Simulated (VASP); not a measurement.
**LiF: relaxation of cell and atoms with RPBE**

The system is LiF.

```
F Li
1.0
     2.55953    0.00000    0.00000
     0.00000    2.55953    0.00000
     0.00000    0.00000    2.55953
F Li
1 1
Cartesian
  1.2798 1.2798 1.2798
  0.0000 0.0000 0.0000
```

```yaml
Program: VASP 6.6.1
Task: relaxation of cell and atoms
Functional: RPBE
Potentials_or_basis: VASP PAW PBE potentials, release 64 (F, Li_sv)
Cutoff: 600 eV
k_mesh: 10 × 10 × 10
Occupations: fermi-dirac, width 0.05 eV
Spin: no spin polarisation
Dipole_correction: no
Further_INCAR_settings: ALGO = Normal; EDIFF = 1e-06; IBRION = 2; EDIFFG = -0.005; NSW = 80; ISIF = 3
```

```yaml
Relaxed_volume: 8.77 Å³/atom
Relaxed_cell: a = 2.598 Å, b = 2.598 Å, c = 2.598 Å, α = 90.00°, β = 90.00°, γ = 90.00°
Space_group_after_relaxing_to_0.05_Å: Pm-3m (No. 221)
Energy_gained_by_relaxing: 3.3 meV/atom
Ionic_steps: 4
Pressure_after_relaxing: 0.0 GPa
Band_gap_on_the_k_mesh: 7.39 eV, indirect (least direct gap 8.01 eV)
```

The path:
```
step  energy change (eV)  largest force (eV/Å)  pressure (GPa)  volume (Å³)
   1              0.0000                0.0000            2.94        16.77
   2             -0.0050                0.0000            1.37        17.14
   3             -0.0067                0.0000           -0.12        17.57
   4             -0.0067                0.0000            0.01        17.53
```

Final structure:
```xyz
2
Lattice="2.5978 0.0000 0.0000 0.0000 2.5978 0.0000 0.0000 0.0000 2.5978" Properties=species:S:1:pos:R:3 pbc="T T T"
F     1.2989    1.2989    1.2989
Li    0.0000    0.0000    0.0000
```

Levels at points of the mesh, in eV from the valence-band top:
```tsv
k point	band 3	band 4	band 5	band 6	band 7	band 8
(0.00, 0.00, 0.00)	-0.62	-0.62	-0.62	7.39	18.79	18.79
(0.50, 0.00, 0.00)	-3.42	-0.26	-0.26	9.13	13.75	20.18
(0.50, 0.50, 0.00)	-3.00	-3.00	0.00	13.32	13.56	13.56
(0.50, 0.50, 0.50)	-2.09	-2.09	-2.09	11.27	11.27	11.27
```

Run time: 18 s on 1 thread of Intel(R) Xeon(R) Platinum 8259CL CPU @ 2.50GHz (Skylake/Cascade Lake) (shared host), peak memory 0.12 GiB.

Caveat: the cutoff is under 1.25 times the usual one of these potentials, so pressure, stress and relaxed cells hold a basis-set (Pulay) error; the PAW data sets were made with another functional, which shifts forces and pressure a little. A k mesh can miss the band edges.
